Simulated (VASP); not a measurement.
**Na: single point with r2SCAN**

The system is Na.

```
CELL_PARAMETERS angstrom
-2.11250 2.11250 2.11250
2.11250 -2.11250 2.11250
2.11250 2.11250 -2.11250
ATOMIC_POSITIONS crystal
Na 0.00000 0.00000 0.00000
```

```
Program             : VASP 6.6.1
Task                : single point
Functional          : r2SCAN
Potentials or basis : VASP PAW PBE potentials, release 64 (Na_pv)
Cutoff              : 520 eV
k mesh              : 7 × 7 × 7
Occupations         : fermi-dirac, width 0.1 eV
Spin                : no spin polarisation
```

```json
{
 "Pressure": "0.1 GPa",
 "Band gap on the k mesh": "zero (an odd number of electrons rules out a gap without spin polarisation)"
}
```

Levels at points of the mesh, in eV from the Fermi level:
```
           k point  band 2  band 3  band 4  band 5  band 6  band 7
(0.00, 0.00, 0.00)  -26.01  -26.01   -3.44   12.32   12.32   12.32
```

Run time: 40 s on 1 thread of Intel Xeon 8259CL, with other jobs on the host, peak memory 0.15 GiB.

Caveat: the PAW data sets were made with another functional, which shifts forces and pressure a little.
